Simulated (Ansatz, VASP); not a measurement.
**SiGeTe2S2 in VASP and in Ansatz**

Contents of INCAR:

```
SYSTEM = SiGeTe2S2
ALGO = Normal ; EDIFF = 1E-7
EDIFFG = -0.04 ; ENCUT = 600
GGA = PE ; IBRION = 2
ISIF = 3 ; ISMEAR = 0
LASPH = .True. ; LCHARG = .False.
LREAL = .False. ; LWAVE = .False.
NELM = 80 ; NSW = 90
PREC = Accurate ; SIGMA = 0.1
```

The input KPOINTS:

```
k-points
0
Gamma
  6 6 2
  0 0 0
```

POSCAR

```
SiGeTe2S2
1.0
    3.4526771035      0.0000000000      0.0000000000
    0.0000000000      3.4526771035      0.0000000000
    0.0000000000      0.0000000000     13.0602751908
Si Ge Te S
1 1 2 2
Direct
    0.5000000000      0.5000000000      0.0000000000
    0.0000000000      0.0000000000      0.0000000000
    0.0000000000      0.0000000000      0.2135646992
    0.0000000000      0.0000000000      0.7864353008
    0.5000000000      0.0000000000      0.5000000000
    0.0000000000      0.5000000000      0.5000000000
```

Input for Ansatz:

```yaml
crystal:
  lattice:
    - [3.4526771035, 0.0, 0.0]
    - [0.0, 3.4526771035, 0.0]
    - [0.0, 0.0, 13.0602751908]
  atoms:
    - { symbol: Si, position: [0.5, 0.5, 0.0] }
    - { symbol: Ge, position: [0.0, 0.0, 0.0] }
    - { symbol: Te, position: [0.0, 0.0, 0.2135646992] }
    - { symbol: Te, position: [0.0, 0.0, 0.7864353008] }
    - { symbol: S, position: [0.5, 0.0, 0.5] }
    - { symbol: S, position: [0.0, 0.5, 0.5] }
basis:
  ecutwfc: 420
kpoints:
  mp_grid: { grid: [6, 6, 2] }
hamiltonian:
  xc: pbe
scf:
  occupations: { method: gaussian, width: 0.1 }
  lower_state_search: "off"
output:
  forces: true
  stress: true
  eigenvalues: true
relax:
  adjacent_minimum: "off"
  f_tol: 0.04
  max_steps: 70
  cell: { stress_tol: 0.4 }
```

Alike in both runs: task relaxation of cell and atoms; functional PBE; k mesh 6 × 6 × 2; occupations gaussian, width 0.1 eV; no spin polarisation.

|  | VASP | Ansatz |
| --- | --- | --- |
| version | VASP 6.6.1 | Ansatz 0.2.0 |
| potentials or method | VASP PAW PBE potentials, release 64 (Si, Ge_d, Te, S), cutoff 600 eV | scalar-relativistic, plane waves, PAW |
| valence electrons in the cell | 42 | 62 |

```csv
,VASP,Ansatz,Ansatz less VASP
"gap on the k mesh at the Fermi level, each at its own relaxed structure (eV)",none,none,-
relaxed volume (Å³/atom),26.28,26.11,-0.173
relaxed cell length with the largest relative difference (Å),3.471,3.463,-0.0078
```

A gap of «none» marks a metal or a gap that the smearing closes. VASP's potentials hold 42 valence electrons a cell and Ansatz's 62, so a difference there can come from the potentials and not from the codes.

Neither program's run includes spin-orbit coupling.
